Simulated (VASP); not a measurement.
# HPbNO4 (P1) in VASP: notebook

HPbNO4 is run at these levels: PBE, PBE-based screened hybrid with 25 % exact exchange, PBEsol; tasks: single point.

All numbers are computed with VASP 6.6.1; they aren't measurements. Logs are shortened: lines on timing, memory, paths and dates and some standing lists are left out, and cuts for length are marked.

### 1 The cell of the first run

The typed cell holds 7 atoms: a = 3.858 Å, b = 5.535 Å, c = 6.055 Å, α = 106.62°, β = 93.97°, γ = 90.45°.

### 2 Single point, PBE

The input, INCAR:

```
SYSTEM = HPbNO4
PREC     = Accurate       ! precision mode
ENCUT    = 520            ! plane-wave cutoff, eV
EDIFF    = 1E-7           ! SCF threshold, eV
ISMEAR   = -1             ! smearing method
SIGMA    = 0.05           ! smearing width, eV
LREAL    = .FALSE.        ! projectors in reciprocal space
LASPH    = .TRUE.         ! aspherical terms in the spheres
NELM     = 100            ! most SCF steps
ALGO     = Normal         ! electronic algorithm
ISIF     = 2              ! what is computed and relaxed
LWAVE    = .FALSE.        ! write WAVECAR
LCHARG   = .FALSE.        ! write CHGCAR
GGA      = PE             ! functional
NBANDS   = 31             ! bands
```

The input, KPOINTS:

```
Automatic mesh
0
G
  5 4 4
  0 0 0
```

The input, POSCAR:

```
HPbNO4
1.0
    3.8540400000      0.1438400000      0.0901200000
   -0.2532000000      5.5269800000      0.1647100000
   -0.4819700000     -1.9272000000      5.7202500000
H Pb N O
1 1 1 4
Direct
    0.1091300000      0.6571800000      0.5446300000
    0.6102900000      0.5212700000      0.1510000000
    0.9158000000      0.9626300000      0.9586700000
    0.0138400000      0.1363900000      0.8808400000
    0.7239800000      0.0105700000      0.1285800000
    0.0038900000      0.7373200000      0.8704300000
    0.1192700000      0.5932400000      0.3765100000
```

Potentials or basis: VASP PAW PBE potentials, release 64 (H, Pb_d, N, O).

Launch:

```
$ cat potpaw_PBE.64/H/POTCAR potpaw_PBE.64/Pb_d/POTCAR potpaw_PBE.64/N/POTCAR potpaw_PBE.64/O/POTCAR > POTCAR
$ mpirun -np 1 vasp_std > vasp.out
```

OUTCAR:

```text
SYSTEM = HPbNO4
   PREC = Accurate
   ENCUT = 520
   EDIFF = 1E-7
   ISMEAR = -1
   LREAL = .FALSE.
   LASPH = .TRUE.
   NELM = 100
   ISIF = 2
   GGA = PE

 ion  position               nearest neighbor table
   1  0.109  0.657  0.545-   7 0.98
   2  0.610  0.521  0.151-   7 2.28   7 2.38   5 2.78   5 2.83   4 2.84   6 2.85
   3  0.916  0.963  0.959-   4 1.25   6 1.27   5 1.28
   4  0.014  0.136  0.881-   3 1.25   2 2.84
   5  0.724  0.011  0.129-   3 1.28   2 2.78   2 2.83
   6  0.004  0.737  0.870-   3 1.27   2 2.85
   7  0.119  0.593  0.377-   1 0.98   2 2.28   2 2.38

  LATTYP: Found a triclinic cell.
 ALAT       =     6.9506566964
 B/A-ratio  =     0.5550232440
 C/A-ratio  =     0.7963604173
 COS(alpha) =     0.0077737674
 COS(beta)  =     0.2535091708
 COS(gamma) =     0.4946358889

  Lattice vectors:

 A1 = (  -3.3720700000,   1.7833600000,  -5.8103700000)
 A2 = (  -3.8540400000,  -0.1438400000,  -0.0901200000)
 A3 = (  -0.2532000000,   5.5269800000,   0.1647100000)

Analysis of symmetry for initial positions (statically):
=====================================================================
 Subroutine PRICEL returns:
 Original cell was already a primitive cell.

 Routine SETGRP: Setting up the symmetry group for a
 triclinic supercell.

 Subroutine GETGRP returns: Found  1 space group operations
 (whereof  1 operations were pure point group operations)
 out of a pool of  2 trial point group operations.

The static configuration has the point symmetry C_1 .

Analysis of symmetry for dynamics (positions and initial velocities):
=====================================================================
 Subroutine PRICEL returns:
 Original cell was already a primitive cell.

 Routine SETGRP: Setting up the symmetry group for a
 triclinic supercell.

 Subroutine GETGRP returns: Found  1 space group operations
 (whereof  1 operations were pure point group operations)
 out of a pool of  2 trial point group operations.

The dynamic configuration has the point symmetry C_1 .

 Subroutine INISYM returns: Found  1 space group operations
 (whereof  1 operations are pure point group operations),
 and found     1 'primitive' translations

[... 103 lines left out ...]
   NELM   =    100;   NELMIN=  2; NELMDL= -5     # of ELM steps
   EDIFF  = 0.1E-06   stopping-criterion for ELM
   LREAL  =      F    real-space projection
   EDIFFG = 0.1E-05   stopping-criterion for IOM
   NSW    =      0    number of steps for IOM
   IBRION =     -1    ionic relax: 0-MD 1-quasi-New 2-CG
   NFREE  =      0    steps in history (QN), initial steepest desc. (CG)
   ISIF   =      2    stress and relaxation
   ISYM   =      2    0-nonsym 1-usesym 2-fastsym
   POTIM  = 0.5000    time-step for ionic-motion
   TEBEG  =    0.0;   TEEND  =   0.0 temperature during run
   PSTRESS=    0.0 pullay stress
   NELECT =      44.0000    total number of electrons
   NUPDOWN=      -1.0000    fix difference up-down
   EMIN   =  10.00;   EMAX   =-10.00  energy-range for DOS
   EFERMI =   0.00;   METHOD = LEGACY
   ISMEAR =    -1;   SIGMA  =   0.05  broadening in eV -4-tet -1-fermi 0-gaus
   EFERMI_NEDOS =   21; number of points for ismear=-14 and -15
   IALGO  =     38    algorithm
   IMIX   =      4    mixing-type and parameters
     AMIX     =   0.40;   BMIX     =  1.00
     AMIX_MAG =   1.60;   BMIX_MAG =  1.00
  volume/ion in A,a.u.               =      17.65       119.11
  Fermi-wavevector in a.u.,A,eV,Ry     =   1.160402  2.192842 18.320693  1.346533
  Thomas-Fermi vector in A             =   2.296985
   LORBIT       =      0    0 simple, 1 ext, 2 COOP (PROOUT), +10 PAW based schemes
   GGA     = PE    functional components
   LHFCALC =     F    Hartree Fock is set to
   AEXX    =    0.0000 exact exchange contribution
   IVDW    =     0    specifies the selected vdW correction
   LEPSILON=     F    determine dielectric tensor
   LRPA    =     F    only Hartree local field effects (RPA)
 non-spin polarized calculation
  energy-cutoff  :      520.00
  volume of cell :      123.55
 maximum number of plane-waves:      3351
 NGX is ok and might be reduce to    30
   NGX = 15   NGY = 21   NGZ = 23

 number of electron      44.0000005 magnetization

 Free energy of the ion-electron system (eV)
  ---------------------------------------------------
  ext. energy  EPLUGINS =         0.00000000
  ---------------------------------------------------
  free energy    TOTEN  =       -40.40197587 eV

  energy without entropy =      -40.40197587  energy(sigma->0) =      -40.40197587

 E-fermi :   0.4185     XC(G=0):  -7.5545

 val. band max:       -0.6940945122   @ k =   0.4000   0.5000   0.5000
 cond. band min:       2.4252026401   @ k =   0.4000   0.0000   0.5000
 fundamental gap:      3.1192971523
 Fermi energy:         0.4184554896

 k-point     1 :       0.0000    0.0000    0.0000
  band No.  band energies     occupation
      1     -26.4496      2.00000
      2     -21.0426      2.00000
      3     -20.8015      2.00000
      4     -18.2156      2.00000
      5     -15.7748      2.00000
      6     -15.7510      2.00000
[... 805 lines left out ...]
     30       9.2565      0.00000
     31       9.5965      0.00000

 [... further k-points ...]

------------------------ aborting loop because EDIFF is reached ----------------------------------------

  FORCE on cell =-STRESS in cart. coord.  units (eV):
  Direction    XX          YY          ZZ          XY          YZ          ZX
  --------------------------------------------------------------------------------------
  -------------------------------------------------------------------------------------
  Total        0.1589778      0.6276531      0.3674184      0.0306142      0.0155343     -0.3225580
  in kB        2.0615573      8.1391410      4.7645268      0.3969921      0.2014421     -4.1827967
  external PRESSURE =       4.9884084 kB  Pullay stress =       0.0000000 kB

 VOLUME and BASIS-vectors are now :
 -----------------------------------------------------------------------------
  energy-cutoff  :      520.00
  volume of cell :      123.55
      direct lattice vectors                 reciprocal lattice vectors
     3.854040000  0.143840000  0.090120000     0.258457951  0.011080161  0.025509840
    -0.253200000  5.526980000  0.164710000    -0.008065233  0.178786348  0.059555063
    -0.481970000 -1.927200000  5.720250000    -0.003839658 -0.005322572  0.172700798

 POSITION                                       TOTAL-FORCE (eV/Angst)
 -----------------------------------------------------------------------------------
     -0.00830      2.59831      3.23350        -0.010124     -0.002169      0.099947
      2.14732      2.67783      1.00462        -0.016664     -0.000855     -0.017335
      2.82374      3.60462      5.72492        -0.015718     -0.045425      0.019591
     -0.40573     -0.94174      5.06234         0.126044      0.380885     -0.131762
      2.72560     -0.08524      0.80250        -0.231295     -0.025978      0.261832
     -0.59122      2.39822      5.10087         0.126988     -0.307264     -0.154515
      0.12800      2.57037      2.26219         0.020768      0.000806     -0.077757
 -----------------------------------------------------------------------------------
    total drift:                               -0.000351     -0.000530      0.000403

  FREE ENERGIE OF THE ION-ELECTRON SYSTEM (eV)
  ---------------------------------------------------
  free  energy   TOTEN  =       -40.4019758743 eV

  energy  without entropy=      -40.4019758743  energy(sigma->0) =      -40.40197587
```

It took 5.8 min on 1 thread of Intel Xeon 8259CL, shared host; peak memory 0.33 GiB.

What came out:

| Quantity | Value |
| --- | --- |
| Free energy | -40.4020 eV |
| Pressure | 0.5 GPa |
| Largest force | 0.422 eV/Å |
| Band gap on the k mesh | 3.12 eV (least direct gap 3.19 eV) |

Forces in eV/Å, atoms in the order of the input:
```
H   -0.010 -0.002  0.100
Pb  -0.017 -0.001 -0.017
N   -0.016 -0.045  0.020
O    0.126  0.381 -0.132
O   -0.231 -0.026  0.262
O    0.127 -0.307 -0.155
O    0.021  0.001 -0.078
```

Levels at points of the mesh, in eV from the valence-band top:
```csv
k point,band 20,band 21,band 22,band 23,band 24,band 25
"(0.00, 0.00, 0.00)",-1.49,-0.70,-0.43,3.45,4.36,5.82
"(0.00, 0.50, 0.00)",-1.15,-0.88,-0.59,3.51,4.32,4.67
"(0.00, 0.00, 0.50)",-1.29,-0.74,-0.41,3.27,3.80,5.80
"(0.00, 0.50, 0.50)",-1.03,-0.85,-0.57,3.48,4.04,4.67
```

Caveat: the standard files for N, O and F lose accuracy on very short bonds; spin-orbit coupling is left out, which moves the levels of the heavy elements.

### 3 Single point, PBE-based screened hybrid with 25 % exact exchange

POSCAR is that of step 2.

The input, INCAR.step1:

```
  ALGO = Normal
  EDIFF = 1E-5
  ENCUT = 520
  GGA = PE
  ISIF = 2
  ISMEAR = -1
  LASPH = True
  LREAL = False
  LWAVE = True
  NBANDS = 31
  NELM = 60
  PREC = Accurate
  SIGMA = 0.05
```

The input, INCAR.step2:

```
  AEXX = 0.25
  ALGO = Normal
  EDIFF = 1E-6
  ENCUT = 520
  GGA = PE
  HFSCREEN = 0.3
  ISIF = 2
  ISMEAR = -1
  ISTART = 1
  LASPH = True
  LCHARG = True
  LELF = True
  LHFCALC = True
  LREAL = False
  LVHAR = True
  LWAVE = False
  NBANDS = 31
  NELM = 60
  PREC = Accurate
  PRECFOCK = Fast
  SIGMA = 0.05
```

The input, KPOINTS:

```
k-points
0
Gamma
  3 2 2
```

Potentials or basis: VASP PAW PBE potentials, release 64 (H, Pb_d, N, O).

Launch:

```
$ cat potpaw_PBE.64/H/POTCAR potpaw_PBE.64/Pb_d/POTCAR potpaw_PBE.64/N/POTCAR potpaw_PBE.64/O/POTCAR > POTCAR
$ cp INCAR.step1 INCAR
$ mpirun -np 1 vasp_std > vasp.out
$ cp INCAR.step2 INCAR
$ mpirun -np 1 vasp_std > vasp.out
```

Wall time 12 min (1 thread of Intel Xeon 8259CL, shared host); peak memory 0.38 GiB.

The run converged. Its results:

| Quantity | Value |
| --- | --- |
| Free energy | -49.8740 eV |
| Pressure | -2.5 GPa |
| Largest force | 1.033 eV/Å |
| Band gap on the k mesh | 4.21 eV (least direct gap 4.34 eV) |

Forces in eV/Å, atoms in the order of the input:
```
H    0.073 -0.020 -0.455
Pb   0.037  0.001  0.177
N   -0.021 -0.066  0.051
O   -0.294 -0.799  0.347
O    0.672  0.081 -0.780
O   -0.345  0.779  0.433
O   -0.120  0.025  0.228
```

Stress tensor (GPa, compression positive):
```
-2.17 -0.06  1.21
-0.06 -2.60  0.01
 1.21  0.01 -2.67
```

Levels at points of the mesh, in eV from the valence-band top:
| k point | band 18 | band 19 | band 20 | band 21 | band 22 | band 23 | band 24 | band 25 | band 26 | band 27 |
| --- | --- | --- | --- | --- | --- | --- | --- | --- | --- | --- |
| (0.00, 0.00, 0.00) | -2.22 | -1.98 | -1.73 | -1.09 | -0.96 | 4.60 | 5.35 | 6.87 | 7.05 | 9.03 |
| (0.00, 0.50, 0.00) | -2.15 | -1.75 | -1.37 | -1.23 | -1.01 | 4.67 | 5.27 | 5.66 | 8.50 | 9.10 |
| (0.00, 0.00, 0.50) | -2.02 | -1.80 | -1.45 | -1.16 | -0.91 | 4.34 | 4.82 | 6.85 | 8.38 | 9.40 |
| (0.00, 0.50, 0.50) | -2.12 | -1.82 | -1.27 | -1.19 | -0.97 | 4.63 | 4.98 | 5.67 | 8.42 | 9.16 |

Caveat: the k points lie up to 0.59 Å⁻¹ apart; the standard files for N, O and F lose accuracy on very short bonds; the PAW data sets were made with another functional, which shifts forces and pressure a little; spin-orbit coupling is left out, which moves the levels of the heavy elements. A k mesh can miss the band edges.

### 4 Single point, PBEsol

This run uses another cell than the first one, of 16.39 Å³/atom.

The input, INCAR:

```
SYSTEM = HPbNO4
  ALGO = Normal
  EDIFF = 1E-6
  ENCUT = 520
  GGA = PS
  ISIF = 2
  ISMEAR = -1
  LASPH = .TRUE.
  LCHARG = .TRUE.
  LELF = .TRUE.
  LREAL = .FALSE.
  LVHAR = .TRUE.
  LWAVE = .FALSE.
  NBANDS = 31
  NELM = 100
  PREC = Accurate
  SIGMA = 0.05
```

The input, KPOINTS:

```
k-points
0
G
  5 4 4
  0 0 0
```

The input, POSCAR:

```
HPbNO4
1.0
    3.7473494114      0.1508998077      0.0886514665
   -0.2324375391      5.4218132809      0.1746902159
   -0.4725300370     -1.8768812670      5.5626354982
H Pb N O
1 1 1 4
Direct
    0.1020891644      0.6562159986      0.5526406862
    0.5970540082      0.5196810680      0.1445137617
    0.9227926162      0.9637006095      0.9579598802
    0.0248547618      0.1386715295      0.8781791950
    0.7234434649      0.0124157126      0.1294382753
    0.0152812970      0.7348585467      0.8694514818
    0.1106846876      0.5930565351      0.3784767197
```

Launch:

```
$ cat potpaw_PBE.64/H/POTCAR potpaw_PBE.64/Pb_d/POTCAR potpaw_PBE.64/N/POTCAR potpaw_PBE.64/O/POTCAR > POTCAR
$ mpirun -np 1 vasp_std > vasp.out
```

Run time: 5.1 min. Hardware: 1 thread of Intel Xeon 8259CL, shared host; peak memory 0.31 GiB.

It converged, with:

```
Free energy            : -42.2204 eV
Pressure               : 0.7 GPa
Largest force          : 0.539 eV/Å
Band gap on the k mesh : 2.98 eV
```

Forces in eV/Å, atoms in the order of the input:
```
H   -0.013 -0.005  0.114
Pb  -0.016  0.000 -0.022
N   -0.022 -0.064  0.024
O    0.166  0.484 -0.168
O   -0.299 -0.034  0.332
O    0.162 -0.383 -0.195
O    0.022  0.002 -0.085
```

Stress tensor (GPa, compression positive):
```
 0.35  0.05 -0.62
 0.05  1.14 -0.01
-0.62 -0.01  0.61
```

Levels at points of the mesh, in eV from the valence-band top:
| k point | band 18 | band 19 | band 20 | band 21 | band 22 | band 23 | band 24 | band 25 | band 26 | band 27 |
| --- | --- | --- | --- | --- | --- | --- | --- | --- | --- | --- |
| (0.00, 0.00, 0.00) | -2.14 | -1.97 | -1.61 | -0.87 | -0.66 | 3.28 | 4.46 | 5.92 | 6.05 | 8.01 |
| (0.00, 0.50, 0.00) | -2.19 | -1.61 | -1.21 | -1.01 | -0.79 | 3.34 | 4.35 | 4.74 | 7.65 | 7.95 |
| (0.00, 0.00, 0.50) | -2.02 | -1.67 | -1.28 | -0.92 | -0.63 | 3.13 | 3.78 | 5.89 | 7.19 | 8.60 |
| (0.00, 0.50, 0.50) | -2.18 | -1.67 | -1.08 | -0.97 | -0.73 | 3.30 | 4.04 | 4.69 | 7.58 | 8.21 |

Caveat: the standard files for N, O and F lose accuracy on very short bonds; the PAW data sets were made with another functional, which shifts forces and pressure a little; spin-orbit coupling is left out, which moves the levels of the heavy elements. A k mesh can miss the band edges.

### 5 Single point, PBEsol

The input, INCAR:

```
PREC = Accurate
ENCUT = 520
EDIFF = 1E-7
ISMEAR = -1
SIGMA = 0.05
LREAL = F
LASPH = T
NELM = 80
ALGO = Normal
ISIF = 2
LWAVE = F
LCHARG = F
GGA = PS
NBANDS = 31
```

The input, KPOINTS:

```
Automatic mesh
0
Gamma
  7 5 5
```

The input, POSCAR:

```
HPbNO4
1.0
    3.8540400000      0.1438400000      0.0901200000
   -0.2532000000      5.5269800000      0.1647100000
   -0.4819700000     -1.9272000000      5.7202500000
H Pb N O
1 1 1 4
Direct
    0.1091300000      0.6571800000      0.5446300000
    0.6102900000      0.5212700000      0.1510000000
    0.9158000000      0.9626300000      0.9586700000
    0.0138400000      0.1363900000      0.8808400000
    0.7239800000      0.0105700000      0.1285800000
    0.0038900000      0.7373200000      0.8704300000
    0.1192700000      0.5932400000      0.3765100000
```

Launch:

```
$ cat potpaw_PBE.64/H/POTCAR potpaw_PBE.64/Pb_d/POTCAR potpaw_PBE.64/N/POTCAR potpaw_PBE.64/O/POTCAR > POTCAR
$ mpirun -np 1 vasp_std > vasp.out
```

Wall time 12 min (1 thread of Intel Xeon 8259CL, shared host); peak memory 0.45 GiB.

Results (log left out):

- Free energy: -42.1829 eV
- Pressure: -1.6 GPa
- Largest force: 0.486 eV/Å
- Band gap on the k mesh: 3.15 eV (least direct gap 3.23 eV)

Forces on the atoms (eV/Å):
```
H   -0.052  0.004  0.312
Pb   0.087  0.005  0.090
N   -0.029 -0.016  0.058
O    0.001  0.068  0.062
O   -0.022 -0.018 -0.035
O    0.005 -0.046 -0.001
O    0.010  0.003 -0.486
```

Stress tensor (GPa, compression positive):
```
-2.11  0.01  0.06
 0.01 -1.57 -0.01
 0.06 -0.01 -1.05
```

Levels at points of the mesh, in eV from the valence-band top:
| k point | band 20 | band 21 | band 22 | band 23 | band 24 | band 25 |
| --- | --- | --- | --- | --- | --- | --- |
| (0.00, 0.00, 0.00) | -1.48 | -0.68 | -0.38 | 3.50 | 4.33 | 5.78 |

Caveat: the standard files for N, O and F lose accuracy on very short bonds; the PAW data sets were made with another functional, which shifts forces and pressure a little; spin-orbit coupling is left out, which moves the levels of the heavy elements. A k mesh can miss the band edges.

### 6 Overview

| level | cell | k mesh | grid for exact exchange (PRECFOCK) | share of exact exchange | screening parameter | gap on the mesh (eV) | pressure (GPa) | largest force (eV/Å) |
| --- | --- | --- | --- | --- | --- | --- | --- | --- |
| PBE | a = 3.858, b = 5.535, c = 6.055 Å, angles 106.6, 94.0, 90.4°, 7 atoms, atomic positions A | 5 × 4 × 4 | - | - | - | 3.12 | 0.5 | 0.42 |
| PBE-based screened hybrid with 25 % exact exchange | a = 3.858, b = 5.535, c = 6.055 Å, angles 106.6, 94.0, 90.4°, 7 atoms, atomic positions A | 3 × 2 × 2 | Fast | 0.25 | 0.3 1/Å | 4.21 | -2.5 | 1.03 |
| PBEsol | a = 3.751, b = 5.430, c = 5.890 Å, angles 106.5, 94.1, 90.1°, 7 atoms, atomic positions B | 5 × 4 × 4 | - | - | - | 2.98 | 0.7 | 0.54 |
| PBEsol | a = 3.858, b = 5.535, c = 6.055 Å, angles 106.6, 94.0, 90.4°, 7 atoms, atomic positions A | 7 × 5 × 5 | - | - | - | 3.15 | -1.6 | 0.49 |

Alike in all rows: task single point; potentials or basis VASP PAW PBE potentials, release 64 (H, Pb_d, N, O); no spin polarisation; cutoff (eV) 520; smearing fermi-dirac 0.05 eV.

Caveats: some runs use coarse meshes; the standard files for N, O and F lose accuracy on very short bonds; spin-orbit coupling is left out, which moves the levels of the heavy elements; the PAW data sets were made with another functional, which shifts forces and pressure a little (at least some runs).

Absolute energies hang on the potentials; compare differences alone.
